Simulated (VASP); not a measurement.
Input of a VASP 6.6.1 run:

The input INCAR:

```
SYSTEM = Ti16H
PREC = Accurate
ENCUT = 520
EDIFF = 1E-6
ISMEAR = 1
SIGMA = 0.1
LREAL = Auto
LASPH = .TRUE.
NELM = 60
ALGO = Normal
ISIF = 2
LWAVE = .FALSE.
LCHARG = .FALSE.
GGA = PE
NBANDS = 110
```

KPOINTS

```
regular mesh
0
G
  4 4 2
  0 0 0
```

Contents of POSCAR:

```
Ti16H
1.0
    5.8787149800      0.0000000600      0.0000000000
   -2.9393575400      5.0911164800      0.0000000000
    0.0000000000      0.0000000000      9.2970418600
Ti H
16 1
Direct
    0.1585475831      0.3269826956      0.1241559431
    0.3299298454      0.1556872610      0.3750259548
    0.1699903115      0.3326773207      0.6238979115
    0.3355829772      0.1670741542      0.8752874433
    0.1678631697      0.8316374231      0.1223995780
    0.3299295670      0.6696047898      0.3750281060
    0.1678706538      0.8316183703      0.6268451931
    0.3355910490      0.6638791301      0.8752876584
    0.6724934792      0.3269978140      0.1241620741
    0.8345621809      0.1649691091      0.3767912474
    0.6667904661      0.3326900822      0.6238988796
    0.8345247328      0.1649547704      0.8723388710
    0.6724956823      0.8409206461      0.1241648707
    0.8438906485      0.6696383716      0.3750287513
    0.6667966244      0.8294868084      0.6239007081
    0.8323821982      0.6638844276      0.8752907777
    0.5012098906      0.4983099444      0.2495993925
```

Potentials or basis: VASP PAW PBE potentials, release 64 (Ti_sv, H).

Launch:

```console
$ cat potpaw_PBE.64/Ti_sv/POTCAR potpaw_PBE.64/H/POTCAR > POTCAR
$ mpirun -np 1 vasp_std > vasp.out
```

Problem. Predict the largest force.

Solution. 0.016 eV/Å.

Problem. What does it give for the band gap on the k mesh?

Solution. Zero (an odd number of electrons rules out a gap without spin polarisation).

Problem. What does it give for the pressure?

Solution. 0.3 GPa.

Stress tensor (GPa, compression positive):
```
0.08 0.01 0.00
0.01 0.07 0.00
0.00 0.00 0.86
```
